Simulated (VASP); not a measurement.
Wanted: the native input for a VASP 6.6.1 run.

```yaml
Task: single point
Functional: PBE
Potentials_or_basis: VASP PAW PBE potentials, release 64 (Mo_sv)
Cutoff: 520 eV
k_mesh: 17 × 17 × 5
Occupations: gaussian, width 0.15 eV
Spin: no spin polarisation
Dipole_correction: no
Further_INCAR_settings: ALGO = Fast; EDIFF = 1e-07; NBANDS = 36
```

The structure of Mo lies in POSCAR:

```
Mo
1.0
   -1.5802339368      1.5802339368     -1.5802339368
   -1.5802339368     -1.5802339368      1.5802339368
    0.0000000000      6.3209357472      6.3209357472
Mo
4
Direct
    0.0000000000      0.0000000000      0.0000000000
    0.5000000000      0.5000000000      0.2500000000
    0.0000000000      0.0000000000      0.5000000000
    0.5000000000      0.5000000000      0.7500000000
```

One way to write it, as run:

INCAR

```
SYSTEM = Mo
  PREC = Accurate
  ENCUT = 520
  EDIFF = 1E-7
  ISMEAR = 0
  SIGMA = 0.15
  LREAL = .False.
  LASPH = .True.
  NELM = 100
  ALGO = Fast
  ISIF = 2
  LWAVE = .False.
  LCHARG = .False.
  GGA = PE
  NBANDS = 36
```

KPOINTS

```
Automatic mesh
0
Gamma
  17 17 5
  0 0 0
```

Potentials or basis: VASP PAW PBE potentials, release 64 (Mo_sv).

Run with:

```sh
$ cat potpaw_PBE.64/Mo_sv/POTCAR > POTCAR
$ mpirun -np 1 vasp_std > vasp.out
```

Results of the run:

| Quantity | Value |
| --- | --- |
| Pressure | 0.6 GPa |
| Band gap on the k mesh | zero (bands 28 and 29 overlap by 2.78 eV) |

Wall time 7.6 min on 1 thread of Intel(R) Xeon(R) Platinum 8259CL CPU @ 2.50GHz (Skylake/Cascade Lake) (shared host), peak memory 0.46 GiB.
